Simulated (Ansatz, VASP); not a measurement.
## One calculation of EuS, two programs

```
Eu S
1.0
     0.00000    2.91770    2.91770
     2.91770    0.00000    2.91770
     2.91770    2.91770    0.00000
Eu S
1 1
Direct
  0.00000 0.00000 0.00000
  0.50000 0.50000 0.50000
```

Alike in both runs: task single point; functional LDA; k mesh 8 × 8 × 8; occupations fermi-dirac, width 0.05 eV; collinear spin.

```csv
,VASP,Ansatz
version,VASP 6.6.1,Ansatz 0.2.0
potentials or method,"VASP PAW PBE potentials, release 64 (Eu, S)",Ansatz PAW
plane-wave cutoff (eV),600,420
valence electrons in the cell,23,23
```

VASP gave:

- gap on the k mesh at the Fermi level (eV): none
- pressure (GPa): -5.3
- net moment per atom (μB): 3.46
- size of the moment on the site where the two differ most (μB): 6.56

Q: What did Ansatz give for the same quantities?

A: gap on the k mesh at the Fermi level (eV): none; pressure (GPa): -5.2; net moment per atom (μB): 3.47; size of the moment on the site where the two differ most (μB): 6.69.

VASP's potentials were made for PBE, not for LDA. LDA's correlation is that of Perdew and Zunger in VASP and of Perdew and Wang (1992) in Ansatz. Site moments also hang on the region over which each program counts them. A gap of «none» marks a metal or a gap that the smearing closes.

Neither program's run includes spin-orbit coupling.
